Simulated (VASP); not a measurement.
# Si16B (a cell with a defect) in VASP: relaxation of the atoms with PBEsol

Aim: the relaxation of the atoms of Si16B (a cell with a defect) with PBEsol.

Everything below comes from runs of VASP 6.6.1. Logs are shortened: lines on timing, memory, paths and dates and some standing lists are left out, and cuts for length are marked.

## (1) The cell of the first run

The cell holds a defect, 17 atoms: a = 7.679 Å, b = 7.679 Å, c = 7.679 Å, α = 60.00°, β = 60.00°, γ = 60.00°.

## (2) Relaxation of the atoms, PBEsol, collinear spin

Contents of INCAR:

```
SYSTEM = Si16B
ALGO = Normal
EDIFF = 1E-6
EDIFFG = -0.08
ENCUT = 520
GGA = PS
IBRION = 2
ISIF = 2
ISMEAR = -1
ISPIN = 2
KPAR = 2
LASPH = .True.
LCHARG = .False.
LORBIT = 11
LREAL = Auto
LWAVE = .False.
MAGMOM = 0 0 0 0 0 0 0 0 0 0 0 0 0 0 0 0 1
NELM = 150
NSW = 45
PREC = Accurate
SIGMA = 0.05
```

Contents of KPOINTS:

```
k-points
0
Gamma
  2 2 2
  0 0 0
```

Contents of POSCAR:

```
Si16B
1.0
    0.0000000000      5.4300000000      5.4300000000
    5.4300000000      0.0000000000      5.4300000000
    5.4300000000      5.4300000000      0.0000000000
Si B
16 1
Direct
    0.0000000000      0.0000000000      0.0000000000
    0.1250000000      0.1250000000      0.1250000000
    0.0000000000      0.0000000000      0.5000000000
    0.1250000000      0.1250000000      0.6250000000
    0.0000000000      0.5000000000      0.0000000000
    0.1250000000      0.6250000000      0.1250000000
    0.0000000000      0.5000000000      0.5000000000
    0.1250000000      0.6250000000      0.6250000000
    0.5000000000      0.0000000000      0.0000000000
    0.6250000000      0.1250000000      0.1250000000
    0.5000000000      0.0000000000      0.5000000000
    0.6250000000      0.1250000000      0.6250000000
    0.5000000000      0.5000000000      0.0000000000
    0.6250000000      0.6250000000      0.1250000000
    0.5000000000      0.5000000000      0.5000000000
    0.6250000000      0.6250000000      0.6250000000
    0.2462429000      0.2476351000      0.7584224000
```

Potentials or basis: VASP PAW PBE potentials, release 64 (Si, B).

Launch:

```sh
$ cat potpaw_PBE.64/Si/POTCAR potpaw_PBE.64/B/POTCAR > POTCAR
$ mpirun -np 4 vasp_std > vasp.out
```

OUTCAR:

```text
SYSTEM = Si16B
   EDIFF = 1E-6
   EDIFFG = -0.08
   ENCUT = 520
   GGA = PS
   IBRION = 2
   ISIF = 2
   ISMEAR = -1
   ISPIN = 2
   LASPH = .True.
   LORBIT = 11
   LREAL = Auto
   NELM = 150
   NSW = 45
   PREC = Accurate

 ion  position               nearest neighbor table
   1  0.000  0.000  0.000-   2 2.35   4 2.35   6 2.35  10 2.35
   2  0.125  0.125  0.125-  17 2.30   3 2.35   5 2.35   9 2.35   1 2.35
   3  0.000  0.000  0.500-   2 2.35   4 2.35   8 2.35  12 2.35
   4  0.125  0.125  0.625-   1 2.35   3 2.35   7 2.35  11 2.35  17 2.37
   5  0.000  0.500  0.000-   2 2.35   6 2.35   8 2.35  14 2.35
   6  0.125  0.625  0.125-   1 2.35   5 2.35   7 2.35  13 2.35
   7  0.000  0.500  0.500-   4 2.35   6 2.35   8 2.35  16 2.35
   8  0.125  0.625  0.625-   3 2.35   5 2.35   7 2.35  15 2.35  17 2.37
   9  0.500  0.000  0.000-   2 2.35  10 2.35  12 2.35  14 2.35
  10  0.625  0.125  0.125-   1 2.35   9 2.35  11 2.35  13 2.35
  11  0.500  0.000  0.500-   4 2.35  10 2.35  12 2.35  16 2.35
  12  0.625  0.125  0.625-   3 2.35   9 2.35  11 2.35  15 2.35  17 2.38
  13  0.500  0.500  0.000-   6 2.35  10 2.35  14 2.35  16 2.35
  14  0.625  0.625  0.125-   5 2.35   9 2.35  13 2.35  15 2.35
  15  0.500  0.500  0.500-   8 2.35  12 2.35  14 2.35  16 2.35
  16  0.625  0.625  0.625-   7 2.35  11 2.35  13 2.35  15 2.35
  17  0.246  0.248  0.758-   2 2.30   4 2.37   8 2.37  12 2.38

  LATTYP: Found a face centered cubic cell.
 ALAT       =    10.8600000000

  Lattice vectors:

 A1 = (   0.0000000000,   5.4300000000,   5.4300000000)
 A2 = (   5.4300000000,   0.0000000000,   5.4300000000)
 A3 = (   5.4300000000,   5.4300000000,   0.0000000000)

Analysis of symmetry for initial positions (statically):
=====================================================================
 Subroutine PRICEL returns:
 Original cell was already a primitive cell.

 Routine SETGRP: Setting up the symmetry group for a
 face centered cubic supercell.

 Subroutine GETGRP returns: Found  1 space group operations
 (whereof  1 operations were pure point group operations)
 out of a pool of 48 trial point group operations.

The static configuration has the point symmetry C_1 .

Analysis of symmetry for dynamics (positions and initial velocities):
=====================================================================
 Subroutine PRICEL returns:
 Original cell was already a primitive cell.

 Routine SETGRP: Setting up the symmetry group for a
 face centered cubic supercell.

 Subroutine GETGRP returns: Found  1 space group operations
 (whereof  1 operations were pure point group operations)
 out of a pool of 48 trial point group operations.

The dynamic configuration has the point symmetry C_1 .

Analysis of structural, dynamic, and magnetic symmetry:
=====================================================================
 Subroutine PRICEL returns:
 Original cell was already a primitive cell.

 Routine SETGRP: Setting up the symmetry group for a
 face centered cubic supercell.

 Subroutine GETGRP returns: Found  1 space group operations
 (whereof  1 operations were pure point group operations)
 out of a pool of 48 trial point group operations.

The overall configuration has the point symmetry C_1 .

 Subroutine INISYM returns: Found  1 space group operations
 (whereof  1 operations are pure point group operations),
 and found     1 'primitive' translations

----------------------------------------------------------------------------------------

                                     Primitive cell

  volume of cell :     320.2060

  direct lattice vectors                    reciprocal lattice vectors
     0.000000000  5.430000000  5.430000000    -0.092081031  0.092081031  0.092081031
     5.430000000  0.000000000  5.430000000     0.092081031 -0.092081031  0.092081031
     5.430000000  5.430000000  0.000000000     0.092081031  0.092081031 -0.092081031

  length of vectors
     7.679179644  7.679179644  7.679179644     0.159489025  0.159489025  0.159489025

  position of ions in fractional coordinates (direct lattice)
     0.000000000  0.000000000  0.000000000
     0.125000000  0.125000000  0.125000000
     0.000000000  0.000000000  0.500000000
     0.125000000  0.125000000  0.625000000
     0.000000000  0.500000000  0.000000000
     0.125000000  0.625000000  0.125000000
[... 9 lines left out ...]
     0.625000000  0.625000000  0.625000000
     0.246242900  0.247635100  0.758422400

  ion indices of the primitive-cell ions
[... 41 lines left out ...]
 ===========================================

 Found      8 irreducible k-points:

 Following reciprocal coordinates:
            Coordinates               Weight
  0.000000  0.000000  0.000000      1.000000
  0.500000  0.000000  0.000000      1.000000
  0.000000  0.500000  0.000000      1.000000
  0.000000  0.000000  0.500000      1.000000
  0.500000  0.500000  0.500000      1.000000
  0.500000  0.500000  0.000000      1.000000
  0.000000  0.500000  0.500000      1.000000
  0.500000  0.000000  0.500000      1.000000
   k-points           NKPTS =      8   k-points in BZ     NKDIM =      8   number of bands    NBANDS=     44
   number of dos      NEDOS =    301   number of ions     NIONS =     17
   total plane-waves  NPLWV = 216000
   dimension x,y,z NGX =    60 NGY =   60 NGZ =   60
   dimension x,y,z NGXF=   120 NGYF=  120 NGZF=  120
   ions per type =              16   1
   NGX,Y,Z   is equivalent  to a cutoff of  12.99, 12.99, 12.99 a.u.
   NGXF,Y,Z  is equivalent  to a cutoff of  25.98, 25.98, 25.98 a.u.
 SYSTEM =  Si16B
   PREC   = accura    normal or accurate (medium, high low for compatibility)
   ISTART =      0    job   : 0-new  1-cont  2-samecut
   ICHARG =      2    charge: 1-file 2-atom 10-const
   ISPIN  =      2    spin polarized calculation?
   LNONCOLLINEAR =      F non collinear calculations
   LSORBIT =      F    spin-orbit coupling
   LASPH  =      T    aspherical Exc in radial PAW
   ENCUT  =  520.0 eV  38.22 Ry    6.18 a.u.  14.28 14.28 14.28*2*pi/ulx,y,z
   NELM   =    150;   NELMIN=  2; NELMDL= -5     # of ELM steps
   EDIFF  = 0.1E-05   stopping-criterion for ELM
   LREAL  =      T    real-space projection
   EDIFFG = -.8E-01   stopping-criterion for IOM
   NSW    =     45    number of steps for IOM
   IBRION =      2    ionic relax: 0-MD 1-quasi-New 2-CG
   NFREE  =      1    steps in history (QN), initial steepest desc. (CG)
   ISIF   =      2    stress and relaxation
   ISYM   =      2    0-nonsym 1-usesym 2-fastsym
   POTIM  = 0.5000    time-step for ionic-motion
   TEBEG  =    0.0;   TEEND  =   0.0 temperature during run
   PSTRESS=    0.0 pullay stress
   NELECT =      67.0000    total number of electrons
   NUPDOWN=      -1.0000    fix difference up-down
   EMIN   =  10.00;   EMAX   =-10.00  energy-range for DOS
   EFERMI =   0.00;   METHOD = LEGACY
   ISMEAR =    -1;   SIGMA  =   0.05  broadening in eV -4-tet -1-fermi 0-gaus
   EFERMI_NEDOS =   21; number of points for ismear=-14 and -15
   IALGO  =     38    algorithm
   IMIX   =      4    mixing-type and parameters
     AMIX     =   0.40;   BMIX     =  1.00
     AMIX_MAG =   1.60;   BMIX_MAG =  1.00
  volume/ion in A,a.u.               =      18.84       127.11
  Fermi-wavevector in a.u.,A,eV,Ry     =   0.971904  1.836632 12.852022  0.944597
  Thomas-Fermi vector in A             =   2.102159
   LORBIT       =     11    0 simple, 1 ext, 2 COOP (PROOUT), +10 PAW based schemes
   GGA     = PS    functional components
   LHFCALC =     F    Hartree Fock is set to
   AEXX    =    0.0000 exact exchange contribution
   IVDW    =     0    specifies the selected vdW correction
   LEPSILON=     F    determine dielectric tensor
   LRPA    =     F    only Hartree local field effects (RPA)
 conjugate gradient relaxation of ions
 spin polarized calculation
  energy-cutoff  :      520.00
  volume of cell :      320.21
 maximum number of plane-waves:      8646
 NGX is ok and might be reduce to    60
   NGX = 29   NGY = 29   NGZ = 29

--------------------------------------- Ionic step        1  -------------------------------------------

 number of electron      67.0000003 magnetization       0.0000072

 number of electron      67.0000003 magnetization      -0.0000616

 Free energy of the ion-electron system (eV)
  ---------------------------------------------------
  ext. energy  EPLUGINS =         0.00000000
  ---------------------------------------------------
  free energy    TOTEN  =       -94.22701091 eV

  energy without entropy =      -94.18517443  energy(sigma->0) =      -94.20609267

------------------------ aborting loop because EDIFF is reached ----------------------------------------

  FORCE on cell =-STRESS in cart. coord.  units (eV):
  Direction    XX          YY          ZZ          XY          YZ          ZX
  --------------------------------------------------------------------------------------
  -------------------------------------------------------------------------------------
  Total        2.0237793      2.0219251      2.0239052      0.0115367     -0.0119307     -0.0197990
  in kB       10.1261474     10.1168699     10.1267773      0.0577248     -0.0596964     -0.0990660
  external PRESSURE =      10.1232649 kB  Pullay stress =       0.0000000 kB
[... 197 lines left out ...]
 number of electron      67.0000001 magnetization      -0.0000003

 number of electron      67.0000001 magnetization       0.0000006

 Free energy of the ion-electron system (eV)
  ---------------------------------------------------
  ext. energy  EPLUGINS =         0.00000000
  ---------------------------------------------------
  free energy    TOTEN  =       -94.29497612 eV

  energy without entropy =      -94.27422668  energy(sigma->0) =      -94.28460140

 E-fermi :   6.2468     XC(G=0):  -9.7081

 val. band max:        6.1210084251   @ k =   0.5000   0.0000   0.0000
 cond. band min:       6.3577778251   @ k =   0.0000   0.0000   0.0000
 fundamental gap:      0.2367694000
 Fermi energy:         6.2467734362

 spin component 1

 k-point     1 :       0.0000    0.0000    0.0000
  band No.  band energies     occupation
      1      -6.3519      1.00000
      2      -3.9361      1.00000
      3      -3.8718      1.00000
      4      -3.8701      1.00000
      5      -3.8569      1.00000
      6      -2.5157      1.00000
[... 365 lines left out ...]
     43       9.5601      0.00000
     44       9.9234      0.00000
 Fermi energy:         6.2467734362

 spin component 2

 k-point     1 :       0.0000    0.0000    0.0000
  band No.  band energies     occupation
      1      -6.3519      1.00000
      2      -3.9361      1.00000
      3      -3.8718      1.00000
      4      -3.8701      1.00000
      5      -3.8569      1.00000
      6      -2.5157      1.00000
[... 409 lines left out ...]
  FREE ENERGIE OF THE ION-ELECTRON SYSTEM (eV)
  ---------------------------------------------------
  free  energy   TOTEN  =       -94.2949761243 eV

  energy  without entropy=      -94.2742266828  energy(sigma->0) =      -94.28460140

 reached required accuracy - stopping structural energy minimisation

 total charge

# of ion       s       p       d       tot
------------------------------------------
    1        0.758   0.927   0.000   1.685
    2        0.740   0.945   0.000   1.684
    3        0.781   0.887   0.000   1.669
    4        0.740   0.943   0.000   1.683
    5        0.758   0.927   0.000   1.685
    6        0.744   0.950   0.000   1.694
[... 9 lines left out ...]
   16        0.742   0.953   0.000   1.695
   17        0.817   0.758   0.000   1.575
--------------------------------------------------
tot         12.816  15.753   0.000  28.569

 magnetization (x)

# of ion       s       p       d       tot
------------------------------------------
    1        0.000  -0.000   0.000  -0.000
    2        0.000   0.000   0.000   0.000
    3        0.000   0.000   0.000   0.000
    4       -0.000  -0.000   0.000  -0.000
    5        0.000   0.000   0.000   0.000
    6        0.000   0.000   0.000   0.000
[... 9 lines left out ...]
   16       -0.000  -0.000   0.000  -0.000
   17        0.000   0.000   0.000   0.000
--------------------------------------------------
tot         -0.000   0.000   0.000   0.000
```

Run time: 4.7 min. Hardware: 4 MPI ranks of Intel Xeon Platinum 8559C (Emerald Rapids), shared host; peak memory 0.47 GiB.

What came out:

- Free energy: -94.2950 eV
- Energy gained by relaxing: 4.0 meV/atom
- Ionic steps: 5
- Pressure after relaxing: 1.3 GPa
- Largest force after relaxing: 0.036 eV/Å
- Net moment: 0.00 μB per cell
- Valence electrons inside the program's atomic spheres: Si 1.69, 1.68, 1.67, 1.70 (each value once); B 1.57

Forces on the atoms (eV/Å):
```
Si   0.001  0.002 -0.025
Si   0.014  0.016 -0.014
Si   0.022  0.018 -0.022
Si  -0.003 -0.002  0.000
Si   0.025  0.002 -0.001
Si  -0.016  0.004  0.016
Si  -0.004 -0.026  0.004
Si   0.000 -0.002  0.004
Si   0.001  0.025 -0.001
Si   0.004 -0.015  0.016
Si  -0.026 -0.004  0.004
Si  -0.002  0.000  0.002
Si   0.002  0.002 -0.002
Si  -0.016 -0.014 -0.004
Si  -0.004 -0.004  0.026
Si   0.008  0.008 -0.008
B   -0.006 -0.010  0.006
```

Stress tensor (GPa, compression positive):
```
 1.31  0.05 -0.04
 0.05  1.31 -0.05
-0.04 -0.05  1.31
```

The path:
```tsv
step	energy change (eV)	largest force (eV/Å)	pressure (GPa)
1	0.0000	0.5710	1.01
2	-0.0486	0.2540	1.16
3	-0.0633	0.1384	1.35
4	-0.0636	0.1387	1.32
5	-0.0680	0.0364	1.31
```

Final structure:
```
Si B
1.0
     0.00000    5.43000    5.43000
     5.43000    0.00000    5.43000
     5.43000    5.43000    0.00000
Si B
16 1
Direct
  0.99812 0.99816 0.00144
  0.12757 0.12747 0.11749
  0.99971 0.99977 0.50074
  0.12814 0.12807 0.62740
  0.99812 0.50229 0.00143
  0.12389 0.62524 0.12564
  0.99792 0.50194 0.49821
  0.12814 0.61638 0.62741
  0.50236 0.99812 0.00140
  0.62521 0.12388 0.12566
  0.50200 0.99793 0.49819
  0.61632 0.12811 0.62747
  0.50017 0.50011 0.99962
  0.62521 0.62525 0.12566
  0.50200 0.50189 0.49819
  0.62541 0.62546 0.62367
  0.24596 0.24758 0.75881
```

Levels at points of the mesh, in eV from the Fermi level:
Spin up:
| k point | band 30 | band 31 | band 32 | band 33 | band 34 | band 35 | band 36 | band 37 |
| --- | --- | --- | --- | --- | --- | --- | --- | --- |
| (0.00, 0.00, 0.00) | -1.46 | -0.33 | -0.33 | -0.32 | 0.11 | 0.12 | 0.17 | 0.42 |
| (0.50, 0.00, 0.00) | -1.18 | -1.15 | -1.02 | -1.01 | -0.13 | 0.96 | 1.03 | 1.18 |
| (0.00, 0.50, 0.00) | -1.19 | -1.15 | -1.02 | -1.01 | -0.14 | 0.96 | 1.03 | 1.18 |
| (0.00, 0.00, 0.50) | -1.18 | -1.18 | -1.01 | -1.00 | -0.20 | 0.98 | 0.99 | 1.19 |
| (0.50, 0.50, 0.50) | -1.19 | -1.15 | -1.02 | -1.01 | -0.14 | 0.96 | 1.03 | 1.18 |
| (0.50, 0.50, 0.00) | -1.68 | -1.66 | -1.58 | -0.65 | 0.30 | 1.03 | 1.17 | 1.17 |
| (0.00, 0.50, 0.50) | -1.68 | -1.66 | -1.58 | -0.65 | 0.30 | 1.03 | 1.17 | 1.17 |
| (0.50, 0.00, 0.50) | -1.68 | -1.66 | -1.58 | -0.65 | 0.30 | 1.03 | 1.17 | 1.18 |
Spin down:
```csv
k point,band 30,band 31,band 32,band 33,band 34,band 35,band 36,band 37
"(0.00, 0.00, 0.00)",-1.46,-0.33,-0.33,-0.32,0.11,0.12,0.17,0.42
"(0.50, 0.00, 0.00)",-1.18,-1.15,-1.02,-1.01,-0.13,0.96,1.03,1.18
"(0.00, 0.50, 0.00)",-1.19,-1.15,-1.02,-1.01,-0.14,0.96,1.03,1.18
"(0.00, 0.00, 0.50)",-1.18,-1.18,-1.01,-1.00,-0.20,0.98,0.99,1.19
"(0.50, 0.50, 0.50)",-1.19,-1.15,-1.02,-1.01,-0.14,0.96,1.03,1.18
"(0.50, 0.50, 0.00)",-1.68,-1.66,-1.58,-0.65,0.30,1.03,1.17,1.17
"(0.00, 0.50, 0.50)",-1.68,-1.66,-1.58,-0.65,0.30,1.03,1.17,1.17
"(0.50, 0.00, 0.50)",-1.68,-1.66,-1.58,-0.65,0.30,1.03,1.17,1.18
```

Caveat: the k points lie up to 0.50 Å⁻¹ apart; the PAW data sets were made with another functional, which shifts forces and pressure a little; the relaxation stopped at a loose force limit of 0.08 eV/Å, so its end isn't a converged minimum.
